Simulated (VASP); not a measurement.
**AlN: single point with PBE**

The system is AlN.

```
Al N
1.0
     0.00000    2.06098    2.06098
     2.06098    0.00000    2.06098
     2.06098    2.06098    0.00000
Al N
1 1
Direct
  0.00000 0.00000 0.00000
  0.50000 0.50000 0.50000
```

* Program: VASP 6.6.1
* Task: single point
* Functional: PBE
* Potentials or basis: VASP PAW PBE potentials, release 64 (Al, N)
* Cutoff: 520 eV
* k mesh: 14 × 14 × 14
* Occupations: gaussian, width 0.05 eV
* Spin: no spin polarisation

```
Pressure               : -9.0 GPa
Band gap on the k mesh : 4.06 eV, indirect (least direct gap 4.87 eV)
```

Levels at points of the mesh, in eV from the valence-band top:
```
           k point  band 1  band 2  band 3  band 4  band 5  band 6  band 7  band 8
(0.00, 0.00, 0.00)  -17.04    0.00    0.00    0.00    4.87   11.98   11.98   11.98
(0.50, 0.00, 0.00)  -14.01   -7.94   -0.97   -0.97    5.77   10.54   10.54   12.43
(0.50, 0.50, 0.00)  -13.10   -7.00   -2.65   -2.65    4.06    5.39   13.35   16.35
```

It took 7 s on 1 thread of Intel(R) Xeon(R) 6975P-C (Granite Rapids) (shared host), peak memory 0.14 GiB.

A k mesh can miss the band edges.
